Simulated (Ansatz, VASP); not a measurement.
## Si3C2 in VASP and in Ansatz

```
Si C
1.0
     2.51615    1.45270    5.04352
    -2.51615    1.45270    5.04352
     0.00000   -2.90540    5.04352
Si C
6 4
Direct
  0.56612 0.93388 0.25000
  0.25000 0.56612 0.93388
  0.93388 0.25000 0.56612
  0.43388 0.06612 0.75000
  0.75000 0.43388 0.06612
  0.06612 0.75000 0.43388
  0.35311 0.35311 0.35311
  0.14689 0.14689 0.14689
  0.64689 0.64689 0.64689
  0.85311 0.85311 0.85311
```

Alike in both runs: functional PBE; k mesh 12 × 12 × 12; occupations gaussian, width 0.1 eV; no spin polarisation.

Ansatz relaxed the structure, and its values are those at the end. VASP's run is a single point on that final structure, the one shown.

```csv
,VASP,Ansatz
version,VASP 6.6.1,Ansatz 0.2.0
potentials or method,"VASP PAW PBE potentials, release 64 (Si, C), cutoff 520 eV","scalar-relativistic, plane waves, PAW"
valence electrons in the cell,40,40
```

Ansatz gave:

| Property | Result |
| --- | --- |
| gap on the k mesh at the Fermi level (eV) | none |
| pressure (GPa) | 0.0 |

Q: Estimate VASP's values.

A: gap on the k mesh at the Fermi level (eV): none; pressure (GPa): 0.1.

A gap of «none» marks a metal or a gap that the smearing closes.
